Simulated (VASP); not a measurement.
# InSb (I-4m2) in VASP: notebook

InSb is run at these levels: LDA; tasks: single point.

Program: VASP 6.6.1. These are calculated values, not measurements. Logs are shortened: lines on timing, memory, paths and dates and some standing lists are left out, and cuts for length are marked.

**1. The cell of the first run**

Symmetry: I-4m2, No. 119, tetragonal system. Conventional cell: a = 4.489 Å, b = 4.489 Å, c = 6.478 Å, α = 90.00°, β = 90.00°, γ = 90.00°. Within 3.6 Å of In (site symmetry -4m2) lie 4 Sb at 2.77 Å. Within 3.6 Å of Sb (site symmetry -4m2) lie 4 In at 2.77 Å.

**2. Single point, LDA (equal xx and yy strain of -2 %)**

Contents of INCAR:

```
ALGO = Normal
EDIFF = 1E-7
ENCUT = 520
ISIF = 2
ISMEAR = -1
LASPH = True
LCHARG = True
LELF = True
LREAL = False
LVHAR = True
LWAVE = False
NBANDS = 16
NELM = 60
PREC = Accurate
SIGMA = 0.03
```

Contents of KPOINTS:

```
k-points
0
Gamma
  10 10 10
```

Contents of POSCAR:

```
InSb
1.0
    0.0000000000      3.1743180000      3.2391000000
    3.1743180000      0.0000000000      3.2391000000
    3.1743180000      3.1743180000      0.0000000000
In Sb
1 1
Direct
    0.0000000000      0.0000000000      0.0000000000
    0.7500000000      0.7500000000      0.7500000000
```

Potentials or basis: VASP PAW LDA potentials, release 64 (In_d, Sb).

The run is started by

```bash
cat potpaw_LDA.64/In_d/POTCAR potpaw_LDA.64/Sb/POTCAR > POTCAR
mpirun -np 1 vasp_std > vasp.out
```

OUTCAR:

```text
EDIFF = 1E-7
   ENCUT = 520
   ISIF = 2
   ISMEAR = -1
   LASPH = True
   LREAL = False
   NELM = 60
   PREC = Accurate

 ion  position               nearest neighbor table
   1  0.000  0.000  0.000-   2 2.77   2 2.77   2 2.77   2 2.77
   2  0.750  0.750  0.750-   1 2.77   1 2.77   1 2.77   1 2.77

  LATTYP: Found a body centered tetragonal cell.
 ALAT       =     4.4891635669
 C/A-ratio  =     1.4430750636

  Lattice vectors:

 A1 = (  -3.1743180000,   0.0000000000,   3.2391000000)
 A2 = (   3.1743180000,   0.0000000000,   3.2391000000)
 A3 = (   0.0000000000,   3.1743180000,  -3.2391000000)

Analysis of symmetry for initial positions (statically):
=====================================================================
 Subroutine PRICEL returns:
 Original cell was already a primitive cell.

 Routine SETGRP: Setting up the symmetry group for a
 body centered tetragonal supercell.

 Subroutine GETGRP returns: Found  8 space group operations
 (whereof  8 operations were pure point group operations)
 out of a pool of 16 trial point group operations.

The static configuration has the point symmetry D_2d.

Analysis of symmetry for dynamics (positions and initial velocities):
=====================================================================
 Subroutine PRICEL returns:
 Original cell was already a primitive cell.

 Routine SETGRP: Setting up the symmetry group for a
 body centered tetragonal supercell.

 Subroutine GETGRP returns: Found  8 space group operations
 (whereof  8 operations were pure point group operations)
 out of a pool of 16 trial point group operations.

The dynamic configuration has the point symmetry D_2d.

 Subroutine INISYM returns: Found  8 space group operations
 (whereof  8 operations are pure point group operations),
 and found     1 'primitive' translations

----------------------------------------------------------------------------------------

                                     Primitive cell

  volume of cell :      65.2763

  direct lattice vectors                    reciprocal lattice vectors
     0.000000000  3.174318000  3.239100000    -0.157514149  0.157514149  0.154363867
     3.174318000  0.000000000  3.239100000     0.157514149 -0.157514149  0.154363867
     3.174318000  3.174318000  0.000000000     0.157514149  0.157514149 -0.154363867

  length of vectors
     4.535202705  4.535202705  4.489163567     0.271015900  0.271015900  0.271015900

  position of ions in fractional coordinates (direct lattice)
     0.000000000  0.000000000  0.000000000
     0.750000000  0.750000000  0.750000000

  ion indices of the primitive-cell ions
   primitive index   ion index
                 1           1
                 2           2

----------------------------------------------------------------------------------------

 KPOINTS: k-points

Automatic generation of k-mesh.
 Grid dimensions read from file:
 generate k-points for:   10   10   10

 Generating k-lattice:

  Cartesian coordinates                     Fractional coordinates (reciprocal lattice)
    -0.015751415  0.015751415  0.015436387     0.100000000  0.000000000  0.000000000
     0.015751415 -0.015751415  0.015436387     0.000000000  0.100000000  0.000000000
     0.015751415  0.015751415 -0.015436387    -0.000000000 -0.000000000  0.100000000

  Length of vectors
     0.027101590  0.027101590  0.027101590

  Shift w.r.t. Gamma in fractional coordinates (k-lattice)
     0.000000000  0.000000000  0.000000000

 Subroutine IBZKPT returns following result:
 ===========================================

 Found    102 irreducible k-points:

 Following reciprocal coordinates:
            Coordinates               Weight
  0.000000  0.000000  0.000000      1.000000
  0.100000 -0.000000  0.000000      8.000000
  0.200000 -0.000000  0.000000      8.000000
  0.300000  0.000000  0.000000      8.000000
  0.400000  0.000000  0.000000      8.000000
  0.500000 -0.000000  0.000000      4.000000
[... 16 lines left out ...]
  0.300000  0.300000  0.000000      2.000000
  0.400000  0.300000  0.000000      8.000000
 [... further k-points ...]
   k-points           NKPTS =    102   k-points in BZ     NKDIM =    102   number of bands    NBANDS=     16
   number of dos      NEDOS =    301   number of ions     NIONS =      2
   total plane-waves  NPLWV =  46656
   dimension x,y,z NGX =    36 NGY =   36 NGZ =   36
   dimension x,y,z NGXF=    72 NGYF=   72 NGZF=   72
   ions per type =               1   1
   NGX,Y,Z   is equivalent  to a cutoff of  13.20, 13.20, 13.33 a.u.
   NGXF,Y,Z  is equivalent  to a cutoff of  26.39, 26.39, 26.66 a.u.
 SYSTEM =  unknown system
   PREC   = accura    normal or accurate (medium, high low for compatibility)
   ISTART =      0    job   : 0-new  1-cont  2-samecut
   ICHARG =      2    charge: 1-file 2-atom 10-const
   ISPIN  =      1    spin polarized calculation?
   LNONCOLLINEAR =      F non collinear calculations
   LSORBIT =      F    spin-orbit coupling
   LASPH  =      T    aspherical Exc in radial PAW
   ENCUT  =  520.0 eV  38.22 Ry    6.18 a.u.   8.43  8.43  8.35*2*pi/ulx,y,z
   NELM   =     60;   NELMIN=  2; NELMDL= -5     # of ELM steps
   EDIFF  = 0.1E-06   stopping-criterion for ELM
   LREAL  =      F    real-space projection
   EDIFFG = 0.1E-05   stopping-criterion for IOM
   NSW    =      0    number of steps for IOM
   IBRION =     -1    ionic relax: 0-MD 1-quasi-New 2-CG
   NFREE  =      0    steps in history (QN), initial steepest desc. (CG)
   ISIF   =      2    stress and relaxation
   ISYM   =      2    0-nonsym 1-usesym 2-fastsym
   POTIM  = 0.5000    time-step for ionic-motion
   TEBEG  =    0.0;   TEEND  =   0.0 temperature during run
   PSTRESS=    0.0 pullay stress
   NELECT =      18.0000    total number of electrons
   NUPDOWN=      -1.0000    fix difference up-down
   EMIN   =  10.00;   EMAX   =-10.00  energy-range for DOS
   EFERMI =   0.00;   METHOD = LEGACY
   ISMEAR =    -1;   SIGMA  =   0.03  broadening in eV -4-tet -1-fermi 0-gaus
   EFERMI_NEDOS =   21; number of points for ismear=-14 and -15
   IALGO  =     38    algorithm
   IMIX   =      4    mixing-type and parameters
     AMIX     =   0.40;   BMIX     =  1.00
     AMIX_MAG =   1.60;   BMIX_MAG =  1.00
  volume/ion in A,a.u.               =      32.64       220.25
  Fermi-wavevector in a.u.,A,eV,Ry     =   1.065567  2.013629 15.448492  1.135432
  Thomas-Fermi vector in A             =   2.201122
   LORBIT       =      0    0 simple, 1 ext, 2 COOP (PROOUT), +10 PAW based schemes
   GGA     = CA    functional components
   LHFCALC =     F    Hartree Fock is set to
   AEXX    =    0.0000 exact exchange contribution
   IVDW    =     0    specifies the selected vdW correction
   LEPSILON=     F    determine dielectric tensor
   LRPA    =     F    only Hartree local field effects (RPA)
 non-spin polarized calculation
  energy-cutoff  :      520.00
  volume of cell :       65.28
 maximum number of plane-waves:      1793
 NGX is ok and might be reduce to    36
   NGX = 17   NGY = 17   NGZ = 17

 number of electron      18.0000002 magnetization

 Free energy of the ion-electron system (eV)
  ---------------------------------------------------
  ext. energy  EPLUGINS =         0.00000000
  ---------------------------------------------------
  free energy    TOTEN  =        -8.20510026 eV

  energy without entropy =       -8.20498353  energy(sigma->0) =       -8.20504190

 E-fermi :   5.3772     XC(G=0):  -9.1640

 val. band max:        5.3715564012   @ k =   0.0000   0.0000   0.0000
 cond. band min:       5.8242301582   @ k =   0.5000  -0.0000   0.0000
 fundamental gap:      0.4526737570
 Fermi energy:         5.3771602210

 k-point     1 :       0.0000    0.0000    0.0000
  band No.  band energies     occupation
      1      -9.3210      2.00000
      2      -9.3174      2.00000
      3      -9.3174      2.00000
      4      -9.2199      2.00000
      5      -9.2186      2.00000
      6      -5.7035      2.00000
[... 8 lines left out ...]
     15      13.5109      0.00000
     16      13.8285      0.00000

 k-point     2 :       0.1000   -0.0000    0.0000
  band No.  band energies     occupation
      1      -9.3247      2.00000
      2      -9.3169      2.00000
      3      -9.3149      2.00000
      4      -9.2202      2.00000
      5      -9.2188      2.00000
      6      -5.6065      2.00000
[... 8 lines left out ...]
     15      12.8405      0.00000
     16      13.0810      0.00000

 k-point     3 :       0.2000   -0.0000    0.0000
  band No.  band energies     occupation
      1      -9.3395      2.00000
      2      -9.3109      2.00000
      3      -9.3087      2.00000
      4      -9.2207      2.00000
      5      -9.2188      2.00000
      6      -5.3259      2.00000
[... 8 lines left out ...]
     15      12.5259      0.00000
     16      12.6357      0.00000

 k-point     4 :       0.3000    0.0000    0.0000
  band No.  band energies     occupation
      1      -9.3577      2.00000
      2      -9.3040      2.00000
      3      -9.3017      2.00000
      4      -9.2206      2.00000
      5      -9.2179      2.00000
      6      -4.9028      2.00000
[... 8 lines left out ...]
     15      12.8421      0.00000
     16      12.8447      0.00000
[... 324 lines left out ...]
 k-point    22 :      -0.2000    0.2000    0.0000
  band No.  band energies     occupation
      1      -9.3649      2.00000
      2      -9.2989      2.00000
      3      -9.2977      2.00000
      4      -9.2241      2.00000
      5      -9.2170      2.00000
      6      -4.7473      2.00000
[... 8 lines left out ...]
     15      13.5983      0.00000
     16      14.2143      0.00000

 k-point    23 :       0.3000    0.3000    0.0000
  band No.  band energies     occupation
      1      -9.3846      2.00000
      2      -9.2840      2.00000
      3      -9.2840      2.00000
      4      -9.2321      2.00000
      5      -9.2139      2.00000
      6      -4.6369      2.00000
[... 8 lines left out ...]
     15      14.6594      0.00000
     16      14.9165      0.00000

 k-point    24 :       0.4000    0.3000    0.0000
  band No.  band energies     occupation
      1      -9.3950      2.00000
      2      -9.2791      2.00000
      3      -9.2776      2.00000
      4      -9.2339      2.00000
      5      -9.2133      2.00000
      6      -4.2659      2.00000
[... 8 lines left out ...]
     15      15.0321      0.00000
     16      15.3648      0.00000

 [... further k-points ...]
[... 5 lines left out ...]
  --------------------------------------------------------------------------------------
  -------------------------------------------------------------------------------------
  Total        0.6767706      0.6767706      0.4297642      0.0000000      0.0000000      0.0000000
  in kB       16.6110417     16.6110417     10.5483770      0.0000000      0.0000000      0.0000000
  external PRESSURE =      14.5901535 kB  Pullay stress =       0.0000000 kB

 VOLUME and BASIS-vectors are now :
 -----------------------------------------------------------------------------
  energy-cutoff  :      520.00
  volume of cell :       65.28
      direct lattice vectors                 reciprocal lattice vectors
     0.000000000  3.174318000  3.239100000    -0.157514149  0.157514149  0.154363867
     3.174318000  0.000000000  3.239100000     0.157514149 -0.157514149  0.154363867
     3.174318000  3.174318000  0.000000000     0.157514149  0.157514149 -0.154363867

 POSITION                                       TOTAL-FORCE (eV/Angst)
 -----------------------------------------------------------------------------------
      0.00000      0.00000      0.00000         0.000000      0.000000      0.000000
      4.76148      4.76148      4.85865        -0.000000     -0.000000     -0.000000
 -----------------------------------------------------------------------------------
    total drift:                                0.000000      0.000000      0.000000

  FREE ENERGIE OF THE ION-ELECTRON SYSTEM (eV)
  ---------------------------------------------------
  free  energy   TOTEN  =        -8.2051002585 eV

  energy  without entropy=       -8.2049835316  energy(sigma->0) =       -8.20504190
```

It took 1.8 min on 1 thread of Intel Xeon 8259CL, shared host; peak memory 0.26 GiB.

Results:

```yaml
Free_energy: -8.2051 eV
Pressure: 1.5 GPa
Band_gap_on_the_k_mesh: zero (filled and empty bands touch)
```

Stress tensor (GPa, compression positive):
```
1.66 0.00 0.00
0.00 1.66 0.00
0.00 0.00 1.05
```

Caveat: the cell differs from its parent crystal (equal xx and yy strain of -2 %); semilocal functionals underestimate gaps, and a narrow one can read as zero; spin-orbit coupling is left out, which moves the levels of the heavy elements.

**3. Single point, LDA (equal xx and yy strain of +1 %)**

Contents of INCAR:

```
SYSTEM = InSb
ALGO = Normal ; EDIFF = 1E-7
ENCUT = 520 ; GGA = CA
ISIF = 2 ; ISMEAR = -1
LASPH = .True. ; LCHARG = .True.
LELF = .True. ; LREAL = .False.
LVHAR = .True. ; LWAVE = .False.
NBANDS = 16 ; NELM = 100
PREC = Accurate ; SIGMA = 0.03
```

Contents of KPOINTS:

```
k-points
0
Gamma
  10 10 10
  0 0 0
```

Contents of POSCAR:

```
InSb
1.0
    0.0000000000      3.2714910000      3.2391000000
    3.2714910000      0.0000000000      3.2391000000
    3.2714910000      3.2714910000      0.0000000000
In Sb
1 1
Direct
    0.0000000000      0.0000000000      0.0000000000
    0.7500000000      0.7500000000      0.7500000000
```

Potentials or basis: VASP PAW LDA potentials, release 64 (In_d, Sb).

The run is started by

```bash
cat potpaw_LDA.64/In_d/POTCAR potpaw_LDA.64/Sb/POTCAR > POTCAR
mpirun -np 1 vasp_std > vasp.out
```

OUTCAR:

```text
SYSTEM = InSb
   EDIFF = 1E-7
   ENCUT = 520
   GGA = CA
   ISIF = 2
   ISMEAR = -1
   LASPH = .True.
   LREAL = .False.
   NELM = 100
   PREC = Accurate

 ion  position               nearest neighbor table
   1  0.000  0.000  0.000-   2 2.82   2 2.82   2 2.82   2 2.82
   2  0.750  0.750  0.750-   1 2.82   1 2.82   1 2.82   1 2.82

  LATTYP: Found a body centered tetragonal cell.
 ALAT       =     4.6265869414
 C/A-ratio  =     1.4002114479

  Lattice vectors:

 A1 = (   0.0000000000,  -3.2714910000,  -3.2391000000)
 A2 = (   0.0000000000,   3.2714910000,  -3.2391000000)
 A3 = (   3.2714910000,   0.0000000000,   3.2391000000)

[... 625 lines left out ...]
      6      -4.6307      2.00000
[... 8 lines left out ...]
     15      14.1572      0.00000
     16      14.5671      0.00000

 [... further k-points ...]
[... 5 lines left out ...]
  --------------------------------------------------------------------------------------
  -------------------------------------------------------------------------------------
  Total       -0.6244168     -0.6244168     -0.5010382      0.0000000      0.0000000      0.0000000
  in kB      -14.4291029    -14.4291029    -11.5780556      0.0000000      0.0000000      0.0000000
  external PRESSURE =     -13.4787538 kB  Pullay stress =       0.0000000 kB

 VOLUME and BASIS-vectors are now :
 -----------------------------------------------------------------------------
  energy-cutoff  :      520.00
  volume of cell :       69.33
      direct lattice vectors                 reciprocal lattice vectors
     0.000000000  3.271491000  3.239100000    -0.152835511  0.152835511  0.154363867
     3.271491000  0.000000000  3.239100000     0.152835511 -0.152835511  0.154363867
     3.271491000  3.271491000  0.000000000     0.152835511  0.152835511 -0.154363867

 POSITION                                       TOTAL-FORCE (eV/Angst)
 -----------------------------------------------------------------------------------
      0.00000      0.00000      0.00000        -0.000000     -0.000000     -0.000000
      4.90724      4.90724      4.85865         0.000000      0.000000      0.000000
 -----------------------------------------------------------------------------------
    total drift:                                0.000000      0.000000     -0.000000

  FREE ENERGIE OF THE ION-ELECTRON SYSTEM (eV)
  ---------------------------------------------------
  free  energy   TOTEN  =        -8.2064364703 eV

  energy  without entropy=       -8.2062980028  energy(sigma->0) =       -8.20636724
```

It took 2.5 min on 1 thread of Intel Xeon 8259CL, shared host; peak memory 0.26 GiB.

What came out:

| Item | Value |
| --- | --- |
| Free energy | -8.2064 eV |
| Pressure | -1.3 GPa |
| Band gap on the k mesh | 0.05 eV |

Stress tensor (GPa, compression positive):
```
-1.44  0.00  0.00
 0.00 -1.44  0.00
 0.00  0.00 -1.16
```

Levels at points of the mesh, in eV from the valence-band top:
| k point | band 5 | band 6 | band 7 | band 8 | band 9 | band 10 | band 11 | band 12 | band 13 | band 14 |
| --- | --- | --- | --- | --- | --- | --- | --- | --- | --- | --- |
| (0.00, 0.00, 0.00) | -14.42 | -10.63 | -0.46 | 0.00 | 0.00 | 0.05 | 2.91 | 2.94 | 2.94 | 5.53 |
| (0.50, 0.00, 0.00) | -14.42 | -9.31 | -5.57 | -1.00 | -0.94 | 0.40 | 3.75 | 3.80 | 5.97 | 8.02 |
| (0.50, 0.50, 0.00) | -14.41 | -8.71 | -5.85 | -2.23 | -2.23 | 1.23 | 1.27 | 7.95 | 7.95 | 8.57 |
| (0.50, 0.00, 0.50) | -14.41 | -8.74 | -5.89 | -2.18 | -2.18 | 1.30 | 1.31 | 7.92 | 7.95 | 8.51 |

Caveat: the cell differs from its parent crystal (equal xx and yy strain of +1 %); semilocal functionals underestimate gaps, and a narrow one can read as zero; spin-orbit coupling is left out, which moves the levels of the heavy elements.

The gap in the log of VASP goes by the Fermi energy; the results here count the filled bands.